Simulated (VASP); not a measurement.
Wanted: the native input for a VASP 6.6.1 run.

| Quantity | Value |
| --- | --- |
| Task | single point |
| Functional | PBE |
| Potentials or basis | VASP PAW PBE potentials, release 64 (Al, Si) |
| Cutoff | 520 eV |
| k mesh | 6 × 6 × 6 |
| Occupations | gaussian, width 0.1 eV |
| Spin | no spin polarisation |
| Dipole correction | no |
| Further INCAR settings | ALGO = Normal; EDIFF = 1e-07; NBANDS = 12 |

The structure of AlSi2 lies in POSCAR:

```
AlSi2
1.0
   -1.9304852967      1.9304852967      3.1661943940
    1.9304852967     -1.9304852967      3.1661943940
    1.9304852967      1.9304852967     -3.1661943940
Al Si
1 2
Direct
    0.0000000000      0.0000000000      0.0000000000
    0.5930000000      0.5930000000      0.0000000000
    0.4070000000      0.4070000000      0.0000000000
```

The input as run:

INCAR

```
SYSTEM = AlSi2
  PREC = Accurate
  ENCUT = 520
  EDIFF = 1E-7
  ISMEAR = 0
  SIGMA = 0.1
  LREAL = .FALSE.
  LASPH = .TRUE.
  NELM = 100
  ALGO = Normal
  ISIF = 2
  LWAVE = .FALSE.
  LCHARG = .TRUE.
  GGA = PE
  LELF = .TRUE.
  LVHAR = .TRUE.
  NBANDS = 12
```

KPOINTS

```
regular mesh
0
G
  6 6 6
  0 0 0
```

Potentials or basis: VASP PAW PBE potentials, release 64 (Al, Si).

Command:

```console
$ cat potpaw_PBE.64/Al/POTCAR potpaw_PBE.64/Si/POTCAR > POTCAR
$ mpirun -np 1 vasp_std > vasp.out
```

Results of the run:

The pressure is 149.5 GPa. The largest force is 114.656 eV/Å and the band gap on the k mesh is zero (an odd number of electrons rules out a gap without spin polarisation).

Caveat: atoms lie so close that the PAW spheres overlap strongly, which falsifies energies and pressures; the cell stands under pressure; forces of over 1 eV/Å act on the atoms, so gaps and moduli don't describe the material at rest.

It took 9.2 s on 1 thread of AMD EPYC 9R45 96-Core Processor (Zen 5) (shared host), peak memory 0.14 GiB.
